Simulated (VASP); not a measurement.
# BP (F-43m) in VASP: notebook, part 2 of 2

VASP 6.6.1. The steps go on from the part before.

### 3 Relaxation of cell and atoms, LDA, target pressure 15 GPa, at which the enthalpy is minimised

INCAR

```
SYSTEM = BP
  PREC = Accurate
  ENCUT = 600
  EDIFF = 1E-6
  ISMEAR = 0
  SIGMA = 0.01
  LREAL = .False.
  LASPH = .True.
  NELM = 80
  ALGO = Normal
  ISIF = 3
  LWAVE = .False.
  LCHARG = .False.
  GGA = CA
  IBRION = 2
  NSW = 100
  EDIFFG = -0.002
  PSTRESS = 150.0
```

KPOINTS

```
regular mesh
0
Gamma
  8 8 8
  0 0 0
```

POSCAR

```
BP
1.0
    0.0000000000      2.2453815682      2.2453815682
    2.2453815682      0.0000000000      2.2453815682
    2.2453815682      2.2453815682      0.0000000000
B P
1 1
Direct
    0.0000000000      0.0000000000      0.0000000000
    0.7500000000      0.7500000000      0.7500000000
```

Potentials or basis: VASP PAW LDA potentials, release 64 (B, P).

Command:

```sh
cat potpaw_LDA.64/B/POTCAR potpaw_LDA.64/P/POTCAR > POTCAR
mpirun -np 1 vasp_std > vasp.out
```

OUTCAR:

```text
SYSTEM = BP
   PREC = Accurate
   ENCUT = 600
   EDIFF = 1E-6
   ISMEAR = 0
   LREAL = .False.
   LASPH = .True.
   NELM = 80
   ISIF = 3
   GGA = CA
   IBRION = 2
   NSW = 100
   EDIFFG = -0.002
   PSTRESS = 150.0

 ion  position               nearest neighbor table
   1  0.000  0.000  0.000-   2 1.94   2 1.94   2 1.94   2 1.94
   2  0.750  0.750  0.750-   1 1.94   1 1.94   1 1.94   1 1.94

  LATTYP: Found a face centered cubic cell.
 ALAT       =     4.4907631364

  Lattice vectors:

 A1 = (   0.0000000000,   2.2453815682,   2.2453815682)
 A2 = (   2.2453815682,   0.0000000000,   2.2453815682)
 A3 = (   2.2453815682,   2.2453815682,   0.0000000000)

Analysis of symmetry for initial positions (statically):
=====================================================================
 Subroutine PRICEL returns:
 Original cell was already a primitive cell.

 Routine SETGRP: Setting up the symmetry group for a
 face centered cubic supercell.

 Subroutine GETGRP returns: Found 24 space group operations
 (whereof 24 operations were pure point group operations)
 out of a pool of 48 trial point group operations.

The static configuration has the point symmetry T_d .

Analysis of symmetry for dynamics (positions and initial velocities):
=====================================================================
 Subroutine PRICEL returns:
 Original cell was already a primitive cell.

 Routine SETGRP: Setting up the symmetry group for a
 face centered cubic supercell.

 Subroutine GETGRP returns: Found 24 space group operations
 (whereof 24 operations were pure point group operations)
 out of a pool of 48 trial point group operations.

The dynamic configuration has the point symmetry T_d .

 Subroutine INISYM returns: Found 24 space group operations
 (whereof 24 operations are pure point group operations),
 and found     1 'primitive' translations

----------------------------------------------------------------------------------------

                                     Primitive cell
[... 119 lines left out ...]
   IVDW    =     0    specifies the selected vdW correction
   LEPSILON=     F    determine dielectric tensor
   LRPA    =     F    only Hartree local field effects (RPA)
 conjugate gradient relaxation of ions
 non-spin polarized calculation
 Gauss-broadening in eV      SIGMA  =   0.01
  energy-cutoff  :      600.00
  volume of cell :       22.64
 maximum number of plane-waves:       775
 NGX is ok and might be reduce to    28
   NGX = 13   NGY = 13   NGZ = 13

--------------------------------------- Ionic step        1  -------------------------------------------

 number of electron       8.0000001 magnetization

 Free energy of the ion-electron system (eV)
  ---------------------------------------------------
  ext. energy  EPLUGINS =         0.00000000
  ---------------------------------------------------
  free energy    TOTEN  =       -14.39905902 eV

  energy without entropy =      -14.39905902  energy(sigma->0) =      -14.39905902

------------------------ aborting loop because EDIFF is reached ----------------------------------------

  FORCE on cell =-STRESS in cart. coord.  units (eV):
  Direction    XX          YY          ZZ          XY          YZ          ZX
  --------------------------------------------------------------------------------------
  -------------------------------------------------------------------------------------
  Total       -0.0172584     -0.0172584     -0.0172584     -0.0000000      0.0000000     -0.0000000
  in kB       -1.2212672     -1.2212672     -1.2212672     -0.0000000      0.0000000     -0.0000000
  external PRESSURE =    -151.2212672 kB  Pullay stress =     150.0000000 kB
[... 139 lines left out ...]
--------------------------------------- Ionic step        5  -------------------------------------------

 number of electron       8.0000000 magnetization

 Free energy of the ion-electron system (eV)
  ---------------------------------------------------
  ext. energy  EPLUGINS =         0.00000000
  ---------------------------------------------------
  free energy    TOTEN  =       -14.32777460 eV

  energy without entropy =      -14.32777460  energy(sigma->0) =      -14.32777460

 E-fermi :   8.7989     XC(G=0): -11.5320

 val. band max:        8.7189297083   @ k =   0.0000   0.0000   0.0000
 cond. band min:       9.8178666991   @ k =   0.5000   0.5000   0.0000
 fundamental gap:      1.0989369909
 Fermi energy:         8.7988577524

 k-point     1 :       0.0000    0.0000    0.0000
  band No.  band energies     occupation
      1      -7.6362      2.00000
      2       8.7189      2.00000
      3       8.7189      2.00000
      4       8.7189      2.00000
      5      12.2863      0.00000
      6      12.2863      0.00000
      7      12.2863      0.00000
      8      17.7590      0.00000
[... 243 lines left out ...]
 k-point    24 :      -0.3750    0.2500    0.1250
  band No.  band energies     occupation
      1      -3.1616      2.00000
      2      -0.3758      2.00000
      3       3.8990      2.00000
      4       5.2904      2.00000
      5      12.8434      0.00000
      6      14.2763      0.00000
      7      17.6730      0.00000
      8      19.0899      0.00000

 [... further k-points ...]
[... 5 lines left out ...]
  --------------------------------------------------------------------------------------
  -------------------------------------------------------------------------------------
  Total        1.9659432      1.9659432      1.9659432      0.0000000     -0.0000000      0.0000000
  in kB      149.9374651    149.9374651    149.9374651      0.0000000     -0.0000000      0.0000000
  external PRESSURE =      -0.0625349 kB  Pullay stress =     150.0000000 kB
[... 21 lines left out ...]
  energy  without entropy=      -14.3277745983  energy(sigma->0) =      -14.32777460

  enthalpy is  TOTEN    =       -12.3610114977 eV   P V=        1.9667631006

 reached required accuracy - stopping structural energy minimisation
```

OSZICAR:

```text
N       E                     dE             d eps       ncg     rms          rms(c)
DAV:   1     0.115828896995E+02    0.11583E+02   -0.45807E+03   464   0.101E+03
DAV:   2    -0.150047373262E+02   -0.26588E+02   -0.25978E+02   728   0.121E+02
DAV:   3    -0.152991292501E+02   -0.29439E+00   -0.29439E+00   568   0.170E+01
[... 31 lines left out ...]
DAV:   3    -0.143270481044E+02    0.43999E-05   -0.96486E-06   560   0.180E-02    0.449E-03
DAV:   4    -0.143270478398E+02    0.26462E-06   -0.26589E-07   240   0.410E-03
   4 F= -.12361011E+02 E0= -.12361011E+02  d E =-.816847E-01
       N       E                     dE             d eps       ncg     rms          rms(c)
DAV:   1    -0.143277755539E+02   -0.72745E-03   -0.42012E-05   544   0.532E-02    0.968E-03
DAV:   2    -0.143277745983E+02    0.95558E-06   -0.19026E-06   488   0.925E-03
   5 F= -.12361011E+02 E0= -.12361011E+02  d E =-.607417E-06
```

CONTCAR:

```text
BP
   1.00000000000000
    -0.0000000000000000    2.1900151865955650    2.1900151865955650
     2.1900151865955650    0.0000000000000000    2.1900151865955650
     2.1900151865955650    2.1900151865955650   -0.0000000000000000
  B               P
     1     1
Direct
     1.0000000000000000    0.0000000000000000    0.0000000000000000
     0.7500000000000000    0.7500000000000000    0.7500000000000000

  0.00000000E+00  0.00000000E+00  0.00000000E+00
  0.00000000E+00  0.00000000E+00  0.00000000E+00
```

Run time: 11 s. Hardware: 1 thread of AMD EPYC 9R45 (Zen 5), shared host; peak memory 0.11 GiB.

What came out:

```yaml
Free_energy: -14.3278 eV
Relaxed_volume: 10.50 Å³/atom
Relaxed_cell: a = 3.097 Å, b = 3.097 Å, c = 3.097 Å, α = 60.00°, β = 60.00°, γ = 60.00°
Space_group_after_relaxing_to_0.05_Å: F-43m (No. 216)
Energy_change_on_relaxing_the_enthalpy_is_what_falls: +35.6 meV/atom
Ionic_steps: 5
Pressure_after_relaxing: 15.0 GPa
Band_gap_on_the_k_mesh: 1.10 eV, indirect (least direct gap 3.57 eV)
```

The path:
| step | energy change (eV) | largest force (eV/Å) | pressure (GPa) | volume (Å³) |
| --- | --- | --- | --- | --- |
| 1 | 0.0000 | 0.0000 | -0.12 | 22.64 |
| 2 | 0.3393 | 0.0000 | 37.18 | 19.32 |
| 3 | 0.0691 | 0.0000 | 14.71 | 21.03 |
| 4 | 0.0720 | 0.0000 | 15.04 | 21.00 |
| 5 | 0.0713 | 0.0000 | 14.99 | 21.01 |

Final structure:
```
B P
1.0
     0.00000    2.19002    2.19002
     2.19002    0.00000    2.19002
     2.19002    2.19002    0.00000
B P
1 1
Direct
  0.00000 0.00000 0.00000
  0.75000 0.75000 0.75000
```

Caveat: the cell is relaxed towards a set pressure, so the enthalpy falls and the energy may rise. LDA gaps usually lie below the measured ones, often by a third to a half.
